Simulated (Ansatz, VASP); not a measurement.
**One calculation of P, two programs**

```
CELL_PARAMETERS angstrom
2.54720 0.00000 0.00000
0.00000 2.54720 0.00000
0.00000 0.00000 2.54720
ATOMIC_POSITIONS crystal
P 0.00000 0.00000 0.00000
```

Alike in both runs: task single point; functional revPBE; k mesh 14 × 14 × 14; occupations fermi-dirac, width 0.1 eV; no spin polarisation.

|  | VASP | Ansatz |
| --- | --- | --- |
| version | VASP 6.6.1 | Ansatz 0.2.0 |
| potentials or method | VASP PAW PBE potentials, release 64 (P), cutoff 520 eV | plane waves (420 eV) with PAW, scalar-relativistic |
| valence electrons in the cell | 5 | 5 |

```tsv
	VASP	Ansatz	Ansatz less VASP
pressure (GPa)	-9.4	-9.0	+0.35
```

VASP's potentials were made for PBE, not for revPBE.
